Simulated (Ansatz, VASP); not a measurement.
# Cl in VASP and in Ansatz

```
Cl
1.0
     3.12389   -2.23490    0.00000
     3.12389    2.23490    0.00000
     0.00000    0.00000    8.15490
Cl
4
Direct
  0.37000 0.63000 0.40000
  0.13000 0.87000 0.90000
  0.63000 0.37000 0.60000
  0.87000 0.13000 0.10000
```

Alike in both runs: task single point; functional PBE; k mesh 7 × 7 × 4; occupations fermi-dirac, width 0.05 eV; no spin polarisation.

|  | VASP | Ansatz |
| --- | --- | --- |
| version | VASP 6.6.1 | Ansatz 0.2.0 |
| potentials or method | VASP PAW PBE potentials, release 64 (Cl) | Ansatz PAW |
| plane-wave cutoff (eV) | 520 | 420 |
| valence electrons in the cell | 28 | 28 |

|  | VASP | Ansatz | Ansatz less VASP |
| --- | --- | --- | --- |
| gap on the k mesh at the Fermi level (eV) | 2.62 | 2.57 | -0.048 |
| least direct gap on the mesh (eV) | 2.67 | 2.62 | -0.049 |
| pressure (GPa) | 0.9 | 1.3 | +0.40 |
| traceless stress, the component that is largest in VASP (GPa) | 0.48 | 0.14 | -0.338 |
| rms of the force components (eV/Å) | 0.068 | 0.167 | +0.0985 |

Atom by atom the forces differ by 0.113 eV/Å (rms over components).

Noted on Ansatz's run: odd divisions of the mesh miss points on the zone boundary, where band edges often lie, so the gap on the mesh can be too wide.
